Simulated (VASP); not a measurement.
# Si16Ge (a cell with a defect) in VASP: relaxation of the atoms with PBE

Aim: the relaxation of the atoms of Si16Ge (a cell with a defect) with PBE.

All numbers are computed with VASP 6.6.1; they aren't measurements. Logs are shortened: lines on timing, memory, paths and dates and some standing lists are left out, and cuts for length are marked.

### 1 The cell of the first run

The cell holds a defect, 17 atoms: a = 7.679 Å, b = 7.679 Å, c = 7.679 Å, α = 60.00°, β = 60.00°, γ = 60.00°.

### 2 Relaxation of the atoms, PBE

INCAR

```
SYSTEM = Si16Ge
  ALGO = Normal
  EDIFF = 1E-6
  EDIFFG = -0.03
  ENCUT = 520
  GGA = PE
  IBRION = 2
  ISIF = 2
  ISMEAR = -1
  LASPH = .TRUE.
  LCHARG = .FALSE.
  LREAL = Auto
  LWAVE = .FALSE.
  NELM = 80
  NSW = 80
  PREC = Accurate
  SIGMA = 0.02
```

KPOINTS

```
k-points
0
G
  2 2 2
  0 0 0
```

POSCAR

```
Si16Ge
1.0
    0.0000000000      5.4300000000      5.4300000000
    5.4300000000      0.0000000000      5.4300000000
    5.4300000000      5.4300000000      0.0000000000
Si Ge
16 1
Direct
    0.0000000000      0.0000000000      0.0000000000
    0.1250000000      0.1250000000      0.1250000000
    0.0000000000      0.0000000000      0.5000000000
    0.1250000000      0.1250000000      0.6250000000
    0.0000000000      0.5000000000      0.0000000000
    0.1250000000      0.6250000000      0.1250000000
    0.0000000000      0.5000000000      0.5000000000
    0.1250000000      0.6250000000      0.6250000000
    0.5000000000      0.0000000000      0.0000000000
    0.6250000000      0.1250000000      0.1250000000
    0.5000000000      0.0000000000      0.5000000000
    0.6250000000      0.1250000000      0.6250000000
    0.5000000000      0.5000000000      0.0000000000
    0.6250000000      0.6250000000      0.1250000000
    0.5000000000      0.5000000000      0.5000000000
    0.6250000000      0.6250000000      0.6250000000
    0.2431932200      1.2649292000      0.2479324700
```

Potentials or basis: VASP PAW PBE potentials, release 64 (Si, Ge_d).

Started as:

```console
$ cat potpaw_PBE.64/Si/POTCAR potpaw_PBE.64/Ge_d/POTCAR > POTCAR
$ mpirun -np 1 vasp_std > vasp.out
```

OUTCAR:

```text
SYSTEM = Si16Ge
   EDIFF = 1E-6
   EDIFFG = -0.03
   ENCUT = 520
   GGA = PE
   IBRION = 2
   ISIF = 2
   ISMEAR = -1
   LASPH = .TRUE.
   LREAL = Auto
   NELM = 80
   NSW = 80
   PREC = Accurate

 ion  position               nearest neighbor table
   1  0.000  0.000  0.000-   2 2.35   4 2.35   6 2.35  10 2.35
   2  0.125  0.125  0.125-   1 2.35   3 2.35   5 2.35   9 2.35  17 2.39
   3  0.000  0.000  0.500-   2 2.35   4 2.35   8 2.35  12 2.35  17 2.76
   4  0.125  0.125  0.625-   1 2.35   3 2.35   7 2.35  11 2.35  17 2.37
   5  0.000  0.500  0.000-   2 2.35   6 2.35   8 2.35  14 2.35  17 2.67
   6  0.125  0.625  0.125-  17 2.26   5 2.35   7 2.35  13 2.35   1 2.35
   7  0.000  0.500  0.500-   4 2.35   6 2.35   8 2.35  16 2.35  17 2.65
   8  0.125  0.625  0.625-   3 2.35   5 2.35   7 2.35  15 2.35
   9  0.500  0.000  0.000-   2 2.35  10 2.35  12 2.35  14 2.35  17 2.79
  10  0.625  0.125  0.125-   1 2.35   9 2.35  11 2.35  13 2.35  17 2.40
  11  0.500  0.000  0.500-   4 2.35  10 2.35  12 2.35  16 2.35  17 2.76
  12  0.625  0.125  0.625-   3 2.35   9 2.35  11 2.35  15 2.35
  13  0.500  0.500  0.000-   6 2.35  10 2.35  14 2.35  16 2.35  17 2.67
  14  0.625  0.625  0.125-   5 2.35   9 2.35  13 2.35  15 2.35
  15  0.500  0.500  0.500-   8 2.35  12 2.35  14 2.35  16 2.35
  16  0.625  0.625  0.625-   7 2.35  11 2.35  13 2.35  15 2.35
  17  0.243  0.265  0.248-   6 2.26   4 2.37   2 2.39  10 2.40   7 2.65   5 2.67  13 2.67   3 2.76
                            11 2.76   9 2.79

  LATTYP: Found a face centered cubic cell.
 ALAT       =    10.8600000000

  Lattice vectors:

 A1 = (   0.0000000000,   5.4300000000,   5.4300000000)
 A2 = (   5.4300000000,   0.0000000000,   5.4300000000)
 A3 = (   5.4300000000,   5.4300000000,   0.0000000000)

Analysis of symmetry for initial positions (statically):
=====================================================================
 Subroutine PRICEL returns:
 Original cell was already a primitive cell.

 Routine SETGRP: Setting up the symmetry group for a
 face centered cubic supercell.

 Subroutine GETGRP returns: Found  1 space group operations
 (whereof  1 operations were pure point group operations)
 out of a pool of 48 trial point group operations.

The static configuration has the point symmetry C_1 .

Analysis of symmetry for dynamics (positions and initial velocities):
=====================================================================
 Subroutine PRICEL returns:
 Original cell was already a primitive cell.

 Routine SETGRP: Setting up the symmetry group for a
 face centered cubic supercell.

 Subroutine GETGRP returns: Found  1 space group operations
 (whereof  1 operations were pure point group operations)
 out of a pool of 48 trial point group operations.

The dynamic configuration has the point symmetry C_1 .

 Subroutine INISYM returns: Found  1 space group operations
 (whereof  1 operations are pure point group operations),
 and found     1 'primitive' translations

----------------------------------------------------------------------------------------

                                     Primitive cell

  volume of cell :     320.2060

  direct lattice vectors                    reciprocal lattice vectors
     0.000000000  5.430000000  5.430000000    -0.092081031  0.092081031  0.092081031
     5.430000000  0.000000000  5.430000000     0.092081031 -0.092081031  0.092081031
     5.430000000  5.430000000  0.000000000     0.092081031  0.092081031 -0.092081031

  length of vectors
     7.679179644  7.679179644  7.679179644     0.159489025  0.159489025  0.159489025

  position of ions in fractional coordinates (direct lattice)
     0.000000000  0.000000000  0.000000000
     0.125000000  0.125000000  0.125000000
     0.000000000  0.000000000  0.500000000
     0.125000000  0.125000000  0.625000000
     0.000000000  0.500000000  0.000000000
     0.125000000  0.625000000  0.125000000
[... 9 lines left out ...]
     0.625000000  0.625000000  0.625000000
     0.243193220  0.264929200  0.247932470

  ion indices of the primitive-cell ions
   primitive index   ion index
                 1           1
                 2           2
                 3           3
                 4           4
                 5           5
                 6           6
[... 9 lines left out ...]
                16          16
                17          17

----------------------------------------------------------------------------------------

 KPOINTS: k-points

Automatic generation of k-mesh.
 Grid dimensions read from file:
 generate k-points for:    2    2    2

 Generating k-lattice:

  Cartesian coordinates                     Fractional coordinates (reciprocal lattice)
    -0.046040516  0.046040516  0.046040516     0.500000000  0.000000000  0.000000000
     0.046040516 -0.046040516  0.046040516     0.000000000  0.500000000  0.000000000
     0.046040516  0.046040516 -0.046040516     0.000000000  0.000000000  0.500000000

  Length of vectors
     0.079744512  0.079744512  0.079744512

  Shift w.r.t. Gamma in fractional coordinates (k-lattice)
     0.000000000  0.000000000  0.000000000

 Subroutine IBZKPT returns following result:
 ===========================================

 Found      8 irreducible k-points:

 Following reciprocal coordinates:
            Coordinates               Weight
  0.000000  0.000000  0.000000      1.000000
  0.500000  0.000000  0.000000      1.000000
  0.000000  0.500000  0.000000      1.000000
  0.000000  0.000000  0.500000      1.000000
  0.500000  0.500000  0.500000      1.000000
  0.500000  0.500000  0.000000      1.000000
  0.000000  0.500000  0.500000      1.000000
  0.500000  0.000000  0.500000      1.000000
   k-points           NKPTS =      8   k-points in BZ     NKDIM =      8   number of bands    NBANDS=     48
   number of dos      NEDOS =    301   number of ions     NIONS =     17
   total plane-waves  NPLWV = 216000
   dimension x,y,z NGX =    60 NGY =   60 NGZ =   60
   dimension x,y,z NGXF=   120 NGYF=  120 NGZF=  120
   ions per type =              16   1
   NGX,Y,Z   is equivalent  to a cutoff of  12.99, 12.99, 12.99 a.u.
   NGXF,Y,Z  is equivalent  to a cutoff of  25.98, 25.98, 25.98 a.u.
 SYSTEM =  Si16Ge
   PREC   = accura    normal or accurate (medium, high low for compatibility)
   ISTART =      0    job   : 0-new  1-cont  2-samecut
   ICHARG =      2    charge: 1-file 2-atom 10-const
   ISPIN  =      1    spin polarized calculation?
   LNONCOLLINEAR =      F non collinear calculations
   LSORBIT =      F    spin-orbit coupling
   LASPH  =      T    aspherical Exc in radial PAW
   ENCUT  =  520.0 eV  38.22 Ry    6.18 a.u.  14.28 14.28 14.28*2*pi/ulx,y,z
   NELM   =     80;   NELMIN=  2; NELMDL= -5     # of ELM steps
   EDIFF  = 0.1E-05   stopping-criterion for ELM
   LREAL  =      T    real-space projection
   EDIFFG = -.3E-01   stopping-criterion for IOM
   NSW    =     80    number of steps for IOM
   IBRION =      2    ionic relax: 0-MD 1-quasi-New 2-CG
   NFREE  =      1    steps in history (QN), initial steepest desc. (CG)
   ISIF   =      2    stress and relaxation
   ISYM   =      2    0-nonsym 1-usesym 2-fastsym
   POTIM  = 0.5000    time-step for ionic-motion
   TEBEG  =    0.0;   TEEND  =   0.0 temperature during run
   PSTRESS=    0.0 pullay stress
   NELECT =      78.0000    total number of electrons
   NUPDOWN=      -1.0000    fix difference up-down
   EMIN   =  10.00;   EMAX   =-10.00  energy-range for DOS
   EFERMI =   0.00;   METHOD = LEGACY
   ISMEAR =    -1;   SIGMA  =   0.02  broadening in eV -4-tet -1-fermi 0-gaus
   EFERMI_NEDOS =   21; number of points for ismear=-14 and -15
   IALGO  =     38    algorithm
   IMIX   =      4    mixing-type and parameters
     AMIX     =   0.40;   BMIX     =  1.00
     AMIX_MAG =   1.60;   BMIX_MAG =  1.00
  volume/ion in A,a.u.               =      18.84       127.11
  Fermi-wavevector in a.u.,A,eV,Ry     =   1.022421  1.932096 14.222785  1.045345
  Thomas-Fermi vector in A             =   2.156100
   LORBIT       =      0    0 simple, 1 ext, 2 COOP (PROOUT), +10 PAW based schemes
   GGA     = PE    functional components
   LHFCALC =     F    Hartree Fock is set to
   AEXX    =    0.0000 exact exchange contribution
   IVDW    =     0    specifies the selected vdW correction
   LEPSILON=     F    determine dielectric tensor
   LRPA    =     F    only Hartree local field effects (RPA)
 conjugate gradient relaxation of ions
 non-spin polarized calculation
  energy-cutoff  :      520.00
  volume of cell :      320.21
 maximum number of plane-waves:      8646
 NGX is ok and might be reduce to    60
   NGX = 29   NGY = 29   NGZ = 29

--------------------------------------- Ionic step        1  -------------------------------------------

 number of electron      78.0000003 magnetization

 Free energy of the ion-electron system (eV)
  ---------------------------------------------------
  ext. energy  EPLUGINS =         0.00000000
  ---------------------------------------------------
  free energy    TOTEN  =       -86.30978666 eV

  energy without entropy =      -86.30018395  energy(sigma->0) =      -86.30498531

------------------------ aborting loop because EDIFF is reached ----------------------------------------

  FORCE on cell =-STRESS in cart. coord.  units (eV):
  Direction    XX          YY          ZZ          XY          YZ          ZX
  --------------------------------------------------------------------------------------
  -------------------------------------------------------------------------------------
  Total       15.5338090     15.5148518     15.5120392     -0.7783901     -1.1835846      0.8419061
  in kB       77.7247009     77.6298469     77.6157738     -3.8947392     -5.9221636      4.2125467
  external PRESSURE =      77.6567739 kB  Pullay stress =       0.0000000 kB
[... 134 lines left out ...]
  FREE ENERGIE OF THE ION-ELECTRON SYSTEM (eV)
  ---------------------------------------------------
  free  energy   TOTEN  =       -86.6770875659 eV

  energy  without entropy=      -86.6651460916  energy(sigma->0) =      -86.67111683

[... ionic steps 4 to 7 ...]

--------------------------------------- Ionic step        8  -------------------------------------------

 number of electron      78.0000001 magnetization

------------------------ aborting loop because EDIFF is reached ----------------------------------------

  FORCE on cell =-STRESS in cart. coord.  units (eV):
  Direction    XX          YY          ZZ          XY          YZ          ZX
  --------------------------------------------------------------------------------------
  -------------------------------------------------------------------------------------
  Total       13.3843767     13.4006398     13.4020658     -0.0165749     -0.0321609      0.0191669
  in kB       66.9698383     67.0512117     67.0583470     -0.0829338     -0.1609195      0.0959032
  external PRESSURE =      67.0264657 kB  Pullay stress =       0.0000000 kB
[... 87 lines left out ...]
  energy  without entropy=      -86.6860715765  energy(sigma->0) =      -86.69137387

--------------------------------------- Ionic step       10  -------------------------------------------

 number of electron      78.0000000 magnetization

 Free energy of the ion-electron system (eV)
  ---------------------------------------------------
  ext. energy  EPLUGINS =         0.00000000
  ---------------------------------------------------
  free energy    TOTEN  =       -86.69684989 eV

  energy without entropy =      -86.68619615  energy(sigma->0) =      -86.69152302

 E-fermi :   6.9413     XC(G=0):  -9.7495

 val. band max:        6.6873663036   @ k =   0.0000   0.0000   0.0000
 cond. band min:       6.9498228338   @ k =   0.0000   0.0000   0.0000
 fundamental gap:      0.2624565301
 Fermi energy:         6.9413162788

 k-point     1 :       0.0000    0.0000    0.0000
  band No.  band energies     occupation
      1     -18.2529      2.00000
      2     -18.2528      2.00000
      3     -18.2522      2.00000
      4     -18.2389      2.00000
      5     -18.2388      2.00000
      6      -6.5220      2.00000
[... 441 lines left out ...]
  FREE ENERGIE OF THE ION-ELECTRON SYSTEM (eV)
  ---------------------------------------------------
  free  energy   TOTEN  =       -86.6968498900 eV

  energy  without entropy=      -86.6861961486  energy(sigma->0) =      -86.69152302

 reached required accuracy - stopping structural energy minimisation
```

Wall time 22 min (1 thread of Oxide Virtual Turin-like, shared host); peak memory 0.53 GiB.

Results:

```yaml
Free_energy: -86.6968 eV
Energy_gained_by_relaxing: 22.8 meV/atom
Ionic_steps: 10
Pressure_after_relaxing: 6.7 GPa
Largest_force_after_relaxing: 0.017 eV/Å
Band_gap_on_the_k_mesh: zero (bands 39 and 40 overlap by 0.32 eV)
```

Forces on the atoms (eV/Å):
```
Si  -0.013  0.008 -0.007
Si   0.002 -0.002  0.002
Si   0.003 -0.005  0.005
Si   0.004 -0.002  0.002
Si  -0.004  0.003 -0.006
Si  -0.007  0.009 -0.010
Si  -0.002  0.002 -0.003
Si   0.003  0.001  0.011
Si   0.008 -0.004  0.004
Si   0.002 -0.002  0.002
Si   0.003 -0.006  0.005
Si   0.001  0.002 -0.003
Si  -0.005  0.007 -0.003
Si   0.010 -0.003  0.003
Si   0.001  0.000  0.000
Si   0.003 -0.011 -0.001
Ge  -0.008  0.004 -0.002
```

The path:
| step | energy change (eV) | largest force (eV/Å) | pressure (GPa) |
| --- | --- | --- | --- |
| 1 | 0.0000 | 2.4192 | 7.77 |
| 2 | -0.3668 | 0.6280 | 6.74 |
| 3 | -0.3673 | 0.5236 | 6.76 |
| 4 | -0.3832 | 0.1551 | 6.68 |
| 5 | -0.3838 | 0.0958 | 6.69 |
| 6 | -0.3860 | 0.0678 | 6.69 |
| 7 | -0.3864 | 0.0480 | 6.70 |
| 8 | -0.3867 | 0.0324 | 6.70 |
| 9 | -0.3869 | 0.0346 | 6.69 |
| 10 | -0.3871 | 0.0171 | 6.69 |

Final structure:
```
Si Ge
1.0
     0.00000    5.43000    5.43000
     5.43000    0.00000    5.43000
     5.43000    5.43000    0.00000
Si Ge
16 1
Cartesian
  5.4441 10.8503 5.4389
  1.3217 1.3169 1.3202
  8.1461 8.1460 10.8127
  4.1158 4.1117 1.3181
  8.1500 10.8092 8.1500
  4.1251 1.3054 4.1246
  5.4813 8.1410 8.1490
  6.7802 4.0799 4.0813
  10.8138 8.1447 8.1449
  1.3220 4.1092 4.1126
  8.1463 5.4771 8.1439
  4.0792 6.7810 4.0790
  8.1502 8.1398 5.4806
  4.0812 4.0795 6.7805
  5.4290 5.4307 5.4294
  6.7803 6.7787 6.7801
  2.7285 2.7058 2.7233
```

Levels at points of the mesh, in eV from the Fermi level:
```csv
k point,band 35,band 36,band 37,band 38,band 39,band 40,band 41,band 42,band 43,band 44
"(0.00, 0.00, 0.00)",-1.77,-0.81,-0.81,-0.81,-0.27,-0.26,-0.25,0.01,0.01,0.40
"(0.50, 0.00, 0.00)",-1.54,-1.54,-1.49,-1.48,-0.34,0.50,0.52,0.86,0.87,1.23
"(0.00, 0.50, 0.00)",-1.54,-1.54,-1.49,-1.49,-0.34,0.52,0.52,0.85,0.85,1.23
"(0.00, 0.00, 0.50)",-1.54,-1.54,-1.49,-1.49,-0.34,0.51,0.52,0.86,0.86,1.23
"(0.50, 0.50, 0.50)",-1.54,-1.54,-1.49,-1.48,-0.34,0.50,0.52,0.86,0.87,1.23
"(0.50, 0.50, 0.00)",-2.10,-2.09,-1.92,-1.32,0.05,0.79,1.03,1.03,1.04,1.90
"(0.00, 0.50, 0.50)",-2.10,-2.09,-1.92,-1.32,0.05,0.79,1.03,1.03,1.04,1.91
"(0.50, 0.00, 0.50)",-2.10,-2.09,-1.92,-1.32,0.05,0.79,1.03,1.03,1.04,1.90
```

Caveat: the k points lie up to 0.50 Å⁻¹ apart.

The gap in the log of VASP goes by the Fermi energy; the results here count the filled bands.